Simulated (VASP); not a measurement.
# Ru (Fm-3m) in VASP: a series of runs, part 3 of 3

VASP 6.6.1. Earlier steps stand in the parts before.

### Step 7. Relaxation of cell and atoms, PBEsol

This run uses another cell than the first one, of 14.05 Å³/atom, 1.049 times its volume.

INCAR

```
PREC = Accurate
ENCUT = 500
EDIFF = 1E-7
ISMEAR = 0
SIGMA = 0.1
LREAL = F
LASPH = T
NELM = 120
ALGO = Normal
ISIF = 3
LWAVE = F
LCHARG = F
GGA = PS
IBRION = 2
NSW = 100
EDIFFG = -0.05
GGA_COMPAT = F
NELMIN = 4
```

KPOINTS

```
regular mesh
0
Gamma
  8 8 8
```

POSCAR

```
Ru
1.0
    0.0000000000     -1.9150000000     -1.9150000000
    1.9150000000      0.0000000000     -1.9150000000
    1.9150000000     -1.9150000000      0.0000000000
Ru
1
Direct
    0.0000000000      0.0000000000      0.0000000000
```

Potentials or basis: VASP PAW PBE potentials, release 64 (Ru_pv).

Launch:

```console
$ cat potpaw_PBE.64/Ru_pv/POTCAR > POTCAR
$ mpirun -np 1 vasp_std > vasp.out
```

OUTCAR:

```text
PREC = Accurate
   ENCUT = 500
   EDIFF = 1E-7
   ISMEAR = 0
   LREAL = F
   LASPH = T
   NELM = 120
   ISIF = 3
   GGA = PS
   IBRION = 2
   NSW = 100
   EDIFFG = -0.05
   NELMIN = 4

 ion  position               nearest neighbor table
   1  0.000  0.000  0.000-

  LATTYP: Found a face centered cubic cell.
 ALAT       =     3.8300000000

  Lattice vectors:

 A1 = (   0.0000000000,  -1.9150000000,  -1.9150000000)
 A2 = (   1.9150000000,   0.0000000000,  -1.9150000000)
 A3 = (   1.9150000000,  -1.9150000000,   0.0000000000)

Analysis of symmetry for initial positions (statically):
=====================================================================
 Subroutine PRICEL returns:
 Original cell was already a primitive cell.

 Routine SETGRP: Setting up the symmetry group for a
 face centered cubic supercell.

 Subroutine GETGRP returns: Found 48 space group operations
 (whereof 48 operations were pure point group operations)
 out of a pool of 48 trial point group operations.

The static configuration has the point symmetry O_h .

Analysis of symmetry for dynamics (positions and initial velocities):
=====================================================================
 Subroutine PRICEL returns:
 Original cell was already a primitive cell.

 Routine SETGRP: Setting up the symmetry group for a
 face centered cubic supercell.

 Subroutine GETGRP returns: Found 48 space group operations
 (whereof 48 operations were pure point group operations)
 out of a pool of 48 trial point group operations.

The dynamic configuration has the point symmetry O_h .

 Subroutine INISYM returns: Found 48 space group operations
 (whereof 48 operations are pure point group operations),
 and found     1 'primitive' translations

----------------------------------------------------------------------------------------

                                     Primitive cell
[... 121 lines left out ...]
 non-spin polarized calculation
 Gauss-broadening in eV      SIGMA  =   0.10
  energy-cutoff  :      500.00
  volume of cell :       14.05
 maximum number of plane-waves:       368
   NGX =  9   NGY =  9   NGZ =  9

--------------------------------------- Ionic step        1  -------------------------------------------

 number of electron      13.9999998 magnetization

 Free energy of the ion-electron system (eV)
  ---------------------------------------------------
  ext. energy  EPLUGINS =         0.00000000
  ---------------------------------------------------
  free energy    TOTEN  =       -10.05772548 eV

  energy without entropy =      -10.05367354  energy(sigma->0) =      -10.05569951

------------------------ aborting loop because EDIFF is reached ----------------------------------------

  FORCE on cell =-STRESS in cart. coord.  units (eV):
  Direction    XX          YY          ZZ          XY          YZ          ZX
  --------------------------------------------------------------------------------------
  -------------------------------------------------------------------------------------
  Total       -1.3727936     -1.3727936     -1.3727936      0.0000000     -0.0000000     -0.0000000
  in kB     -156.5955815   -156.5955815   -156.5955815      0.0000000     -0.0000000     -0.0000000
  external PRESSURE =    -156.5955815 kB  Pullay stress =       0.0000000 kB
[... 92 lines left out ...]
--------------------------------------- Ionic step        4  -------------------------------------------

 number of electron      14.0000006 magnetization

 Free energy of the ion-electron system (eV)
  ---------------------------------------------------
  ext. energy  EPLUGINS =         0.00000000
  ---------------------------------------------------
  free energy    TOTEN  =       -10.09418803 eV

  energy without entropy =      -10.09053947  energy(sigma->0) =      -10.09236375

 E-fermi :  12.8094     XC(G=0): -14.3838

 val. band max:       12.7310404127   @ k =  -0.3750   0.3750   0.1250
 cond. band min:      12.8170113580   @ k =   0.0000   0.0000   0.0000
 fundamental gap:      0.0859709453
 Fermi energy:        12.8093692401

 k-point     1 :       0.0000    0.0000    0.0000
  band No.  band energies     occupation
      1     -29.4289      2.00000
      2     -29.4289      2.00000
      3     -29.4289      2.00000
      4       4.8409      2.00000
      5      10.2800      2.00000
      6      10.2800      2.00000
      7      10.2800      2.00000
      8      12.8170      0.91394
      9      12.8170      0.91394
     10      23.3432      0.00000
     11      27.9305      0.00000
[... 309 lines left out ...]
 k-point    24 :      -0.3750    0.2500    0.1250
  band No.  band energies     occupation
      1     -30.4125      2.00000
      2     -29.8828      2.00000
      3     -29.6772      2.00000
      4       7.9863      2.00000
      5       8.8904      2.00000
      6      10.6960      2.00000
      7      11.5107      2.00000
      8      14.4879      0.00000
      9      19.4106      0.00000
     10      22.6987      0.00000
     11      23.3588      0.00000

 [... further k-points ...]
[... 5 lines left out ...]
  --------------------------------------------------------------------------------------
  -------------------------------------------------------------------------------------
  Total       -0.0200920     -0.0200920     -0.0200920      0.0000000     -0.0000000     -0.0000000
  in kB       -2.4120531     -2.4120531     -2.4120531      0.0000000     -0.0000000     -0.0000000
  external PRESSURE =      -2.4120531 kB  Pullay stress =       0.0000000 kB
[... 16 lines left out ...]
  FREE ENERGIE OF THE ION-ELECTRON SYSTEM (eV)
  ---------------------------------------------------
  free  energy   TOTEN  =       -10.0941880250 eV

  energy  without entropy=      -10.0905394749  energy(sigma->0) =      -10.09236375

 reached required accuracy - stopping structural energy minimisation
```

CONTCAR:

```text
Ru
   1.00000000000000
    -0.0000000000000000   -1.8826626165987703   -1.8826626165987703
     1.8826626165987703    0.0000000000000000   -1.8826626165987703
     1.8826626165987703   -1.8826626165987703   -0.0000000000000000
  Ru
     1
Direct
     1.0000000000000000    1.0000000000000000    0.0000000000000000

  0.00000000E+00  0.00000000E+00  0.00000000E+00
```

Wall time 29 s (1 thread of AMD EPYC 7R43 (Zen 3), shared host); peak memory 0.1 GiB.

What came out:

- Free energy: -10.0942 eV
- Relaxed volume: 13.35 Å³/atom
- Relaxed cell: a = 2.662 Å, b = 2.662 Å, c = 2.662 Å, α = 60.00°, β = 60.00°, γ = 60.00°
- Space group after relaxing (to 0.05 Å): Fm-3m (No. 225)
- Energy gained by relaxing: 36.5 meV/atom
- Ionic steps: 4
- Pressure after relaxing: -0.2 GPa
- Band gap on the k mesh: zero (band 7 reaches 15.29 eV, above the bottom of band 8 at 12.04 eV)

The path:
```csv
step,energy change (eV),largest force (eV/Å),pressure (GPa),volume (Å³)
1,0.0000,0.0000,-15.66,14.05
2,0.3541,0.0000,76.33,11.44
3,-0.0363,0.0000,-1.09,13.38
4,-0.0365,0.0000,-0.24,13.35
```

Final structure:
```
Ru
1.0
     0.00000   -1.88266   -1.88266
     1.88266    0.00000   -1.88266
     1.88266   -1.88266    0.00000
Ru
1
Direct
  0.00000 0.00000 0.00000
```

Levels at points of the mesh, in eV from the Fermi level:
| k point | band 5 | band 6 | band 7 | band 8 | band 9 | band 10 |
| --- | --- | --- | --- | --- | --- | --- |
| (0.00, 0.00, 0.00) | -2.53 | -2.53 | -2.53 | 0.01 | 0.01 | 10.53 |
| (0.50, 0.00, 0.00) | -2.66 | -2.66 | 1.11 | 1.94 | 1.94 | 10.35 |
| (0.50, 0.50, 0.00) | -5.96 | 1.90 | 2.48 | 2.48 | 3.79 | 10.53 |

Caveat: the PAW data sets were made with another functional, which shifts forces and pressure a little.

### Step 8. Summary

```csv
task,cell,k mesh,cutoff (eV),gap on the mesh (eV),pressure (GPa),relaxed volume (Å³/atom)
single point,"a = 2.665 Å, angles 60.0°, 1 atom",20 × 20 × 20,520,none,-0.1,-
relaxation of cell and atoms,"relaxed from a = 2.661 Å, angles 60.0°, 1 atom",20 × 20 × 20,600,none,0.0,13.38
single point,"a = 2.661 Å, angles 60.0°, 1 atom",8 × 8 × 8,500,none,0.2,-
single point,"a = 2.708 Å, angles 60.0°, 1 atom",8 × 8 × 8,500,none,-15.7,-
relaxation of cell and atoms,"relaxed from a = 2.708 Å, angles 60.0°, 1 atom",8 × 8 × 8,500,none,-0.2,13.35
```

Alike in all rows: level PBEsol; potentials or basis VASP PAW PBE potentials, release 64 (Ru_pv); no spin polarisation; smearing gaussian 0.1 eV.

Caveats: some runs use coarse meshes; the PAW data sets were made with another functional, which shifts forces and pressure a little.

Total energies depend on the potentials used, so only differences within one code and one set of settings carry meaning.
